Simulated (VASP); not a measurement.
AlCo3:

```
Al Co
1.0
     3.57495    0.00000    0.00000
     0.00000    3.57495    0.00000
     0.00000    0.00000    3.57495
Al Co
1 3
Direct
  0.00000 0.00000 0.00000
  0.50000 0.50000 0.00000
  0.50000 0.00000 0.50000
  0.00000 0.50000 0.50000
```

Base run:

- Program: VASP 6.6.1
- Functional: PBEsol
- Potentials or basis: VASP PAW PBE potentials, release 64 (Al, Co)
- Cutoff: 520 eV
- k mesh: 14 × 14 × 14
- Occupations: gaussian, width 0.1 eV
- Spin: collinear spin, ferromagnetic start
- Starting moments: [0.0, 1.48, 1.48, 1.48] μB

Its results: pressure -7.7 GPa; net moment 3.84 μB per cell; site moments Al -0.04; Co +1.31 μB.

Task: After a change of settings the same cell gave: pressure -13.4 GPa; net moment 1.61 μB per cell; site moments Al -0.01; Co +0.53 μB. Which change was it?
A. k mesh from 14 × 14 × 14 to 1 × 1 × 1; further incar settings from ALGO = Fast; EDIFF = 1e-07; NBANDS = 27 to ALGO = Normal; EDIFF = 1e-06; NBANDS = 27
B. k mesh from 14 × 14 × 14 to 8 × 8 × 8; further incar settings from ALGO = Fast; EDIFF = 1e-07; NBANDS = 27 to ALGO = Normal; EDIFF = 1e-06; NBANDS = 27
C. k mesh from 14 × 14 × 14, through Γ to 6 × 6 × 6, shifted; further incar settings from ALGO = Fast; EDIFF = 1e-07; NBANDS = 27 to ALGO = Normal; EDIFF = 1e-07; NBANDS = 27
D. k mesh from 14 × 14 × 14 to 2 × 2 × 2

Result: D.

Caveats: some runs use coarse meshes; the PAW data sets were made with another functional, which shifts forces and pressure a little; the cell stands under tension (at least some runs).
